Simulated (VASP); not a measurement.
# Cl (R-3m) in VASP: single point with r2SCAN

Aim: the single point of Cl with r2SCAN.

Program: VASP 6.6.1. These are calculated values, not measurements. Logs are shortened: lines on timing, memory, paths and dates and some standing lists are left out, and cuts for length are marked.

## 1. The cell of the first run

It takes space group R-3m (No. 166, trigonal). Conventional cell: a = 7.243 Å, b = 7.243 Å, c = 24.416 Å, α = 90.00°, β = 90.00°, γ = 120.00°. Cl (site symmetry m) has 1 Cl at 2.00 Å within 2.6 Å. Within 3.5 Å of Cl (site symmetry m) lie 5 Cl at 2.63 to 3.11 Å.

## 2. Single point, r2SCAN

POSCAR reads:

```
Cl
1.0
    3.6213433314      2.0907835473      8.1386174926
   -3.6213433314      2.0907835473      8.1386174926
    0.0000000000     -4.1815670944      8.1386174927
Cl
12
Direct
    0.0445212738      0.5334651203      0.0445212738
    0.0445212738      0.0445212738      0.5334651203
    0.5334651203      0.0445212738      0.0445212738
    0.9554787262      0.4665348797      0.9554787262
    0.4665348797      0.9554787262      0.9554787262
    0.9554787262      0.9554787262      0.4665348797
    0.2100342466      0.5802441257      0.2100342466
    0.2100342466      0.2100342466      0.5802441257
    0.5802441257      0.2100342466      0.2100342466
    0.7899657534      0.4197558743      0.7899657534
    0.4197558743      0.7899657534      0.7899657534
    0.7899657534      0.7899657534      0.4197558743
```

INCAR.step1 reads:

```
ALGO = Normal ; EDIFF = 1E-4
ENCUT = 520 ; GGA = PE
ISMEAR = 0 ; LASPH = T
LCHARG = F ; LREAL = F
LWAVE = T ; NBANDS = 54
NELM = 80 ; PREC = Accurate
SIGMA = 0.1
```

INCAR.step2 reads:

```
ALGO = Normal ; EDIFF = 1E-6
ENCUT = 520 ; ISIF = 2
ISMEAR = 0 ; ISTART = 1
LASPH = T ; LCHARG = F
LMIXTAU = T ; LREAL = F
LWAVE = F ; METAGGA = R2SCAN
NBANDS = 54 ; NELM = 80
PREC = Accurate ; SIGMA = 0.1
```

KPOINTS reads:

```
k-points
0
Gamma
  3 3 3
```

Potentials or basis: VASP PAW PBE potentials, release 64 (Cl).

Launch:

```
cat potpaw_PBE.64/Cl/POTCAR > POTCAR
cp INCAR.step1 INCAR
mpirun -np 1 vasp_std > vasp.out
cp INCAR.step2 INCAR
mpirun -np 1 vasp_std > vasp.out
```

OUTCAR:

```text
EDIFF = 1E-6
   ENCUT = 520
   ISIF = 2
   ISMEAR = 0
   ISTART = 1
   LASPH = T
   LREAL = F
   METAGGA = R2SCAN
   NELM = 80
   PREC = Accurate

 ion  position               nearest neighbor table
   1  0.045  0.533  0.045-   4 2.00
   2  0.045  0.045  0.533-   6 2.00
   3  0.533  0.045  0.045-   5 2.00
   4  0.955  0.467  0.955-   1 2.00
   5  0.467  0.955  0.955-   3 2.00
   6  0.955  0.955  0.467-   2 2.00
   7  0.210  0.580  0.210-  12 2.63  11 2.63
   8  0.210  0.210  0.580-  10 2.63  11 2.63
   9  0.580  0.210  0.210-  12 2.63  10 2.63
  10  0.790  0.420  0.790-   8 2.63   9 2.63
  11  0.420  0.790  0.790-   8 2.63   7 2.63
  12  0.790  0.790  0.420-   7 2.63   9 2.63

  LATTYP: Found a trigonal (rhomboedric) cell.
 ALAT       =     9.1500053583
 COS(alpha) =     0.6867243055

  Lattice vectors:

 A1 = (   3.6213433314,   2.0907835473,   8.1386174926)
 A2 = (  -3.6213433314,   2.0907835473,   8.1386174926)
 A3 = (   0.0000000000,  -4.1815670944,   8.1386174927)

Analysis of symmetry for initial positions (statically):
=====================================================================
 Subroutine PRICEL returns:
 Original cell was already a primitive cell.

 Routine SETGRP: Setting up the symmetry group for a
 trigonal (rhombohedral) supercell.

 Subroutine GETGRP returns: Found 12 space group operations
 (whereof 12 operations were pure point group operations)
 out of a pool of 12 trial point group operations.

The static configuration has the point symmetry D_3d.

Analysis of symmetry for dynamics (positions and initial velocities):
=====================================================================
 Subroutine PRICEL returns:
 Original cell was already a primitive cell.

 Routine SETGRP: Setting up the symmetry group for a
 trigonal (rhombohedral) supercell.

 Subroutine GETGRP returns: Found 12 space group operations
 (whereof 12 operations were pure point group operations)
 out of a pool of 12 trial point group operations.

The dynamic configuration has the point symmetry D_3d.

 Subroutine INISYM returns: Found 12 space group operations
 (whereof 12 operations are pure point group operations),
 and found     1 'primitive' translations

----------------------------------------------------------------------------------------

                                     Primitive cell

  volume of cell :     369.7266

  direct lattice vectors                    reciprocal lattice vectors
     3.621343331  2.090783547  8.138617493     0.138070311  0.079714931  0.040956997
    -3.621343331  2.090783547  8.138617493    -0.138070311  0.079714931  0.040956997
     0.000000000 -4.181567094  8.138617493     0.000000000 -0.159429862  0.040956997

  length of vectors
     9.150005358  9.150005358  9.150005358     0.164606673  0.164606673  0.164606673

  position of ions in fractional coordinates (direct lattice)
     0.044521274  0.533465120  0.044521274
     0.044521274  0.044521274  0.533465120
     0.533465120  0.044521274  0.044521274
     0.955478726  0.466534880  0.955478726
     0.466534880  0.955478726  0.955478726
     0.955478726  0.955478726  0.466534880
     0.210034247  0.580244126  0.210034247
     0.210034247  0.210034247  0.580244126
     0.580244126  0.210034247  0.210034247
     0.789965753  0.419755874  0.789965753
     0.419755874  0.789965753  0.789965753
     0.789965753  0.789965753  0.419755874

  ion indices of the primitive-cell ions
   primitive index   ion index
                 1           1
                 2           2
                 3           3
                 4           4
                 5           5
                 6           6
                 7           7
                 8           8
                 9           9
                10          10
                11          11
                12          12

----------------------------------------------------------------------------------------

 KPOINTS: k-points

Automatic generation of k-mesh.
 Grid dimensions read from file:
 generate k-points for:    3    3    3

 Generating k-lattice:

  Cartesian coordinates                     Fractional coordinates (reciprocal lattice)
     0.046023437  0.026571644  0.013652332     0.333333333  0.000000000  0.000000000
    -0.046023437  0.026571644  0.013652332     0.000000000  0.333333333  0.000000000
     0.000000000 -0.053143287  0.013652332     0.000000000  0.000000000  0.333333333

  Length of vectors
     0.054868891  0.054868891  0.054868891

  Shift w.r.t. Gamma in fractional coordinates (k-lattice)
     0.000000000  0.000000000  0.000000000

 Subroutine IBZKPT returns following result:
 ===========================================

 Found      6 irreducible k-points:

 Following reciprocal coordinates:
            Coordinates               Weight
  0.000000  0.000000  0.000000      1.000000
  0.333333  0.000000  0.000000      6.000000
  0.333333  0.333333  0.000000      6.000000
 -0.333333  0.333333  0.000000      6.000000
  0.333333  0.333333  0.333333      2.000000
 -0.333333  0.333333  0.333333      6.000000
   k-points           NKPTS =      6   k-points in BZ     NKDIM =      6   number of bands    NBANDS=     54
   number of dos      NEDOS =    301   number of ions     NIONS =     12
   total plane-waves  NPLWV = 343000
   dimension x,y,z NGX =    70 NGY =   70 NGZ =   70
   dimension x,y,z NGXF=   140 NGYF=  140 NGZF=  140
   ions per type =              12
   NGX,Y,Z   is equivalent  to a cutoff of  12.72, 12.72, 12.72 a.u.
   NGXF,Y,Z  is equivalent  to a cutoff of  25.44, 25.44, 25.44 a.u.
 SYSTEM =  unknown system
   PREC   = accura    normal or accurate (medium, high low for compatibility)
   ISTART =      1    job   : 0-new  1-cont  2-samecut
   ICHARG =      0    charge: 1-file 2-atom 10-const
   ISPIN  =      1    spin polarized calculation?
   LNONCOLLINEAR =      F non collinear calculations
   LSORBIT =      F    spin-orbit coupling
   LASPH  =      T    aspherical Exc in radial PAW
   ENCUT  =  520.0 eV  38.22 Ry    6.18 a.u.  17.01 17.01 17.01*2*pi/ulx,y,z
   NELM   =     80;   NELMIN=  2; NELMDL=  0     # of ELM steps
   EDIFF  = 0.1E-05   stopping-criterion for ELM
   LREAL  =      F    real-space projection
[... 7 lines left out ...]
   TEBEG  =    0.0;   TEEND  =   0.0 temperature during run
   PSTRESS=    0.0 pullay stress
   NELECT =      84.0000    total number of electrons
   NUPDOWN=      -1.0000    fix difference up-down
   EMIN   =  10.00;   EMAX   =-10.00  energy-range for DOS
   EFERMI =   0.00;   METHOD = LEGACY
   ISMEAR =     0;   SIGMA  =   0.10  broadening in eV -4-tet -1-fermi 0-gaus
   EFERMI_NEDOS =   21; number of points for ismear=-14 and -15
   IALGO  =     38    algorithm
   IMIX   =      4    mixing-type and parameters
     AMIX     =   0.40;   BMIX     =  1.00
     AMIX_MAG =   1.60;   BMIX_MAG =  1.00
  volume/ion in A,a.u.               =      30.81       207.92
  Fermi-wavevector in a.u.,A,eV,Ry     =   0.998944  1.887730 13.577099  0.997889
  Thomas-Fermi vector in A             =   2.131201
   LORBIT       =      0    0 simple, 1 ext, 2 COOP (PROOUT), +10 PAW based schemes
   METAGGA = R2SCAN    functional components
   LHFCALC =     F    Hartree Fock is set to
   AEXX    =    0.0000 exact exchange contribution
   IVDW    =     0    specifies the selected vdW correction
   LEPSILON=     F    determine dielectric tensor
   LRPA    =     F    only Hartree local field effects (RPA)
 non-spin polarized calculation
 Gauss-broadening in eV      SIGMA  =   0.10
  energy-cutoff  :      520.00
  volume of cell :      369.73
 maximum number of plane-waves:     10008
 NGX is ok and might be reduce to    70
   NGX = 35   NGY = 35   NGZ = 35

 number of electron      83.9999992 magnetization

 Free energy of the ion-electron system (eV)
  ---------------------------------------------------
  ext. energy  EPLUGINS =         0.00000000
  ---------------------------------------------------
  free energy    TOTEN  =       -70.26432424 eV

  energy without entropy =      -70.21087031  energy(sigma->0) =      -70.23759727

 E-fermi :  -0.9044     XC(G=0):  -7.7156

 val. band max:       -0.9307193103   @ k =   0.0000   0.0000   0.0000
 cond. band min:      -0.8850682450   @ k =  -0.3333   0.3333   0.0000
 fundamental gap:      0.0456510653
 Fermi energy:        -0.9044299528

 k-point     1 :       0.0000    0.0000    0.0000
  band No.  band energies     occupation
      1     -18.6525      2.00000
      2     -18.4369      2.00000
      3     -18.4369      2.00000
      4     -17.6842      2.00000
      5     -16.1019      2.00000
      6     -16.1019      2.00000
[... 46 lines left out ...]
     53       8.1510      0.00000
     54       8.1765      0.00000

 k-point     2 :       0.3333    0.0000    0.0000
  band No.  band energies     occupation
      1     -18.6065      2.00000
      2     -18.4834      2.00000
      3     -18.4371      2.00000
      4     -17.4567      2.00000
      5     -16.7195      2.00000
      6     -16.1937      2.00000
[... 46 lines left out ...]
     53       7.9791      0.00000
     54       8.1713      0.00000

 k-point     3 :       0.3333    0.3333    0.0000
  band No.  band energies     occupation
      1     -18.6048      2.00000
      2     -18.4823      2.00000
      3     -18.4385      2.00000
      4     -17.4610      2.00000
      5     -16.7293      2.00000
      6     -16.1799      2.00000
[... 46 lines left out ...]
     53       7.9892      0.00000
     54       8.0066      0.00000

 k-point     4 :      -0.3333    0.3333    0.0000
  band No.  band energies     occupation
      1     -18.5451      2.00000
      2     -18.5432      2.00000
      3     -18.4384      2.00000
      4     -17.0935      2.00000
      5     -17.0914      2.00000
      6     -16.6053      2.00000
[... 46 lines left out ...]
     53       7.9712      0.00000
     54       8.2115      0.00000

 k-point     5 :       0.3333    0.3333    0.3333
  band No.  band energies     occupation
      1     -18.6455      2.00000
      2     -18.4381      2.00000
      3     -18.4381      2.00000
      4     -17.7001      2.00000
      5     -16.0887      2.00000
      6     -16.0887      2.00000
[... 46 lines left out ...]
     53       7.6439      0.00000
     54       8.2705      0.00000

 k-point     6 :      -0.3333    0.3333    0.3333
  band No.  band energies     occupation
      1     -18.6013      2.00000
      2     -18.4844      2.00000
      3     -18.4384      2.00000
      4     -17.4705      2.00000
      5     -16.7178      2.00000
      6     -16.1816      2.00000
[... 46 lines left out ...]
     53       8.1198      0.00000
     54       8.1528      0.00000

------------------------ aborting loop because EDIFF is reached ----------------------------------------

  FORCE on cell =-STRESS in cart. coord.  units (eV):
  Direction    XX          YY          ZZ          XY          YZ          ZX
  --------------------------------------------------------------------------------------
  -------------------------------------------------------------------------------------
  Total       -0.2774983     -0.2774983     -1.1735219      0.0000000     -0.0000000      0.0000000
  in kB       -1.2025143     -1.2025143     -5.0853532      0.0000000     -0.0000000      0.0000000
  external PRESSURE =      -2.4967939 kB  Pullay stress =       0.0000000 kB

 VOLUME and BASIS-vectors are now :
 -----------------------------------------------------------------------------
  energy-cutoff  :      520.00
  volume of cell :      369.73
      direct lattice vectors                 reciprocal lattice vectors
     3.621343331  2.090783547  8.138617493     0.138070311  0.079714931  0.040956997
    -3.621343331  2.090783547  8.138617493    -0.138070311  0.079714931  0.040956997
     0.000000000 -4.181567094  8.138617493     0.000000000 -0.159429862  0.040956997

 POSITION                                       TOTAL-FORCE (eV/Angst)
 -----------------------------------------------------------------------------------
     -1.77063      1.02228      5.06635        -0.000431      0.000249     -0.193889
      0.00000     -2.04455      5.06635         0.000000     -0.000498     -0.193889
      1.77063      1.02228      5.06635         0.000431      0.000249     -0.193889
      1.77063     -1.02228     19.34950         0.000431     -0.000249      0.193889
     -1.77063     -1.02228     19.34950        -0.000431     -0.000249      0.193889
      0.00000      2.04455     19.34950         0.000000      0.000498      0.193889
     -1.34066      0.77403      8.14116         0.012204     -0.007046     -0.005275
      0.00000     -1.54806      8.14116         0.000000      0.014092     -0.005275
      1.34066      0.77403      8.14116        -0.012204     -0.007046     -0.005275
      1.34066     -0.77403     16.27469        -0.012204      0.007046      0.005275
     -1.34066     -0.77403     16.27469         0.012204      0.007046      0.005275
      0.00000      1.54806     16.27469         0.000000     -0.014092      0.005275
 -----------------------------------------------------------------------------------
    total drift:                               -0.000000      0.000000      0.000000

  FREE ENERGIE OF THE ION-ELECTRON SYSTEM (eV)
  ---------------------------------------------------
  free  energy   TOTEN  =       -70.2643242364 eV

  energy  without entropy=      -70.2108703094  energy(sigma->0) =      -70.23759727
```

It took 12 min on 1 thread of Intel Xeon Platinum 8488C (Sapphire Rapids), shared host; peak memory 0.77 GiB.

What came out:

* Free energy: -70.2643 eV
* Pressure: -0.2 GPa
* Largest force: 0.194 eV/Å
* Band gap on the k mesh: 0.05 eV, indirect (least direct gap 0.27 eV)

Forces on the atoms (eV/Å):
```
Cl   0.000  0.000 -0.194
Cl   0.000  0.000 -0.194
Cl   0.000  0.000 -0.194
Cl   0.000  0.000  0.194
Cl   0.000  0.000  0.194
Cl   0.000  0.000  0.194
Cl   0.012 -0.007 -0.005
Cl   0.000  0.014 -0.005
Cl  -0.012 -0.007 -0.005
Cl  -0.012  0.007  0.005
Cl   0.012  0.007  0.005
Cl   0.000 -0.014  0.005
```

Levels at points of the mesh, in eV from the valence-band top:
```
           k point  band 38  band 39  band 40  band 41  band 42  band 43  band 44  band 45  band 46  band 47
(0.00, 0.00, 0.00)    -0.73    -0.73    -0.22     0.00     0.00     0.52     0.52     1.81     2.97     3.10
```

Caveat: the PAW data sets were made with another functional, which shifts forces and pressure a little.
